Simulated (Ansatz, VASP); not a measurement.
# One calculation of In2Sb, two programs

Contents of POSCAR:

```
In2Sb
1.0
    5.2529978787      0.0000000000      0.0000000000
   -2.6264989393      4.5492296090      0.0000000000
    0.0000000000      0.0000000000      6.6407381795
In Sb
4 2
Direct
    0.6666666667      0.3333333333      0.2500000000
    0.3333333333      0.6666666667      0.7500000000
    0.0000000000      0.0000000000      0.5000000000
    0.0000000000      0.0000000000      0.0000000000
    0.6666666667      0.3333333333      0.7500000000
    0.3333333333      0.6666666667      0.2500000000
```

Contents of INCAR.step1:

```
PREC = Accurate
ENCUT = 550
ISMEAR = 0
SIGMA = 0.15
LREAL = F
LASPH = T
NELM = 120
NBANDS = 40
GGA = PE
ALGO = Normal
EDIFF = 1E-5
LWAVE = T
LCHARG = F
GGA_COMPAT = F
```

File INCAR.step2:

```
PREC = Accurate
ENCUT = 550
EDIFF = 1E-6
ISMEAR = 0
SIGMA = 0.15
LREAL = F
LASPH = T
NELM = 120
ALGO = Normal
ISIF = 2
LWAVE = F
LCHARG = T
METAGGA = R2SCAN
LMIXTAU = T
LELF = T
LVHAR = T
NBANDS = 40
ISTART = 1
GGA_COMPAT = F
```

KPOINTS

```
regular mesh
0
Gamma
  12 12 8
```

Input for Ansatz:

```yaml
crystal:
  lattice:
    - [5.2529978787, 0.0, 0.0]
    - [-2.6264989393, 4.549229609, 0.0]
    - [0.0, 0.0, 6.6407381795]
  atoms:
    - { symbol: In, position: [0.6666666667, 0.3333333333, 0.25] }
    - { symbol: In, position: [0.3333333333, 0.6666666667, 0.75] }
    - { symbol: In, position: [0.0, 0.0, 0.5] }
    - { symbol: In, position: [0.0, 0.0, 0.0] }
    - { symbol: Sb, position: [0.6666666667, 0.3333333333, 0.75] }
    - { symbol: Sb, position: [0.3333333333, 0.6666666667, 0.25] }
basis:
  ecutwfc: 500
kpoints:
  mp_grid: { grid: [12, 12, 8] }
hamiltonian:
  xc: r2scan
scf:
  occupations: { method: gaussian, width: 0.15 }
output:
  forces: true
  stress: true
  eigenvalues: true
```

Change from the starting cell: strain -0.030 along x and y, +0.030 along z, atoms carried along.

Alike in both runs: task single point; functional r2SCAN; k mesh 12 × 12 × 8; occupations gaussian, width 0.15 eV; no spin polarisation.

|  | VASP | Ansatz |
| --- | --- | --- |
| version | VASP 6.6.1 | Ansatz 0.2.0 |
| potentials or method | VASP PAW PBE potentials, release 64 (In_d, Sb), cutoff 550 eV | scalar-relativistic, plane waves, PAW |
| valence electrons in the cell | 62 | 82 |

```csv
,VASP,Ansatz,Ansatz less VASP
gap on the k mesh at the Fermi level (eV),none,none,-
pressure (GPa),1.8,1.9,+0.03
"traceless stress, the component that is largest in VASP (GPa)",-2.02,-2.01,+0.012
```

VASP's potentials were made for PBE, not for r2SCAN. A gap of «none» marks a metal or a gap that the smearing closes. With one functional, cell and mesh, what is left measures potentials, basis and numerics. VASP's potentials hold 62 valence electrons a cell and Ansatz's 82, so a difference there can come from the potentials and not from the codes.

Spin-orbit coupling is off throughout.
